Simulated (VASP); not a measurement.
Wanted: the native input for a VASP 6.6.1 run.

```
Task                               : single point
Functional                         : HSE06
Potentials or basis                : VASP PAW PBE potentials, release 64 (Pb_d)
Cutoff                             : 520 eV
k mesh                             : 5 × 5 × 3
Occupations                        : fermi-dirac, width 0.05 eV
Spin                               : no spin polarisation
Dipole correction                  : no
Grid for exact exchange (PRECFOCK) : Normal
Further INCAR settings             : ALGO = Normal; EDIFF = 1e-07; NBANDS = 21
Share of exact exchange            : 0.25
Screening parameter                : 0.2079 1/Å
```

Crystal: Pb.

```
Pb
1.0
     3.56764    0.00000    0.00000
    -1.78382    3.08966    0.00000
     0.00000    0.00000    5.66519
Pb
2
Direct
  0.66667 0.33333 0.75000
  0.33333 0.66667 0.25000
```

This isn't the form of Pb at room conditions, which is fcc.

These files were run (other wordings do the same):

POSCAR

```
Pb
1.0
    3.5676360164      0.0000000000      0.0000000000
   -1.7838180082      3.0896634216      0.0000000000
    0.0000000000      0.0000000000      5.6651919495
Pb
2
Direct
    0.6666666667      0.3333333333      0.7500000000
    0.3333333333      0.6666666667      0.2500000000
```

INCAR.step1

```
SYSTEM = Pb
PREC = Accurate ; ENCUT = 520
EDIFF = 1E-5 ; ISMEAR = -1
SIGMA = 0.05 ; LREAL = .False.
LASPH = .True. ; NELM = 60
ALGO = Normal ; ISIF = 2
LWAVE = .True. ; LCHARG = .False.
GGA = PE ; NBANDS = 21
```

INCAR.step2

```
SYSTEM = Pb
PREC = Accurate ; ENCUT = 520
EDIFF = 1E-7 ; ISMEAR = -1
SIGMA = 0.05 ; LREAL = .False.
LASPH = .True. ; NELM = 60
ALGO = Normal ; ISIF = 2
LWAVE = .False. ; LCHARG = .False.
GGA = PE ; LHFCALC = .True.
HFSCREEN = 0.2079 ; PRECFOCK = Normal
ISTART = 1 ; NBANDS = 21
```

KPOINTS

```
Automatic mesh
0
Gamma
  5 5 3
  0 0 0
```

Potentials or basis: VASP PAW PBE potentials, release 64 (Pb_d).

Command:

```console
$ cat potpaw_PBE.64/Pb_d/POTCAR > POTCAR
$ cp INCAR.step1 INCAR
$ mpirun -np 1 vasp_std > vasp.out
$ cp INCAR.step2 INCAR
$ mpirun -np 1 vasp_std > vasp.out
```

Results of the run:

```yaml
Pressure: 0.0 GPa
Band_gap_on_the_k_mesh: zero (bands 14 and 15 overlap by 6.43 eV)
```

Caveat: the k points lie up to 0.41 Å⁻¹ apart, too coarse for converged energies and pressures of a metal; the PAW data sets were made with another functional, which shifts forces and pressure a little; spin-orbit coupling is left out, which moves the levels of the heavy elements.

It took 73 min on 1 thread of AMD EPYC 7R43 64-Core Processor (Zen 3), on a shared host, peak memory 0.25 GiB.
